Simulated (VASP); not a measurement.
A run of VASP 6.6.1 is set up as follows.

INCAR

```
SYSTEM = MnSe
PREC = Accurate
ENCUT = 520
EDIFF = 1E-6
ISMEAR = -1
SIGMA = 0.08
LREAL = .False.
LASPH = .True.
NELM = 150
ALGO = Normal
ISIF = 2
LWAVE = .False.
LCHARG = .True.
ISPIN = 2
MAGMOM = 4.2 0
LORBIT = 11
LMAXMIX = 4
GGA = PS
LELF = .True.
LVHAR = .True.
NBANDS = 20
```

KPOINTS

```
Automatic mesh
0
Gamma
  12 12 12
  0 0 0
```

File POSCAR:

```
MnSe
1.0
    0.0000000000      2.9005598177      2.9005598177
    2.9005598177      0.0000000000      2.9005598177
    2.9005598177      2.9005598177      0.0000000000
Mn Se
1 1
Direct
    0.0000000000      0.0000000000      0.0000000000
    0.7500000000      0.7500000000      0.7500000000
```

Potentials or basis: VASP PAW PBE potentials, release 64 (Mn_pv, Se).

Launch:

```sh
$ cat potpaw_PBE.64/Mn_pv/POTCAR potpaw_PBE.64/Se/POTCAR > POTCAR
$ mpirun -np 1 vasp_std > vasp.out
```

Q: Predict the net moment.

A: 4.83 μB per cell.

Q: Predict the pressure.

A: 0.1 GPa.

Q: What does it give for the site moments?

A: Mn +4.26; Se +0.08 μB.

Caveat: the PAW data sets were made with another functional, which shifts forces and pressure a little; a cell with one magnetic atom can't hold antiferromagnetic order, which such compounds often take.
